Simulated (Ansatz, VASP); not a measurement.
# One calculation of CaF, two programs

```
Ca F
1.0
     0.00000    2.81273    2.81273
     2.81273    0.00000    2.81273
     2.81273    2.81273    0.00000
Ca F
1 1
Direct
  0.25000 0.25000 0.25000
  0.00000 0.00000 0.00000
```

Alike in both runs: task relaxation of cell and atoms; functional PBE; k mesh 18 × 18 × 18; occupations gaussian, width 0.1 eV; no spin polarisation.

|  | VASP | Ansatz |
| --- | --- | --- |
| version | VASP 6.6.1 | Ansatz 0.2.0 |
| potentials or method | VASP PAW PBE potentials, release 64 (Ca_sv, F), cutoff 600 eV | scalar-relativistic, plane waves, PAW |
| valence electrons in the cell | 17 | 17 |

```csv
,VASP,Ansatz,Ansatz less VASP
"gap on the k mesh at the Fermi level, each at its own relaxed structure (eV)",none,none,-
relaxed volume (Å³/atom),22.16,22.14,-0.020
relaxed cell length with the largest relative difference (Å),3.972,3.971,-0.0012
```

A gap of «none» marks a metal or a gap that the smearing closes.
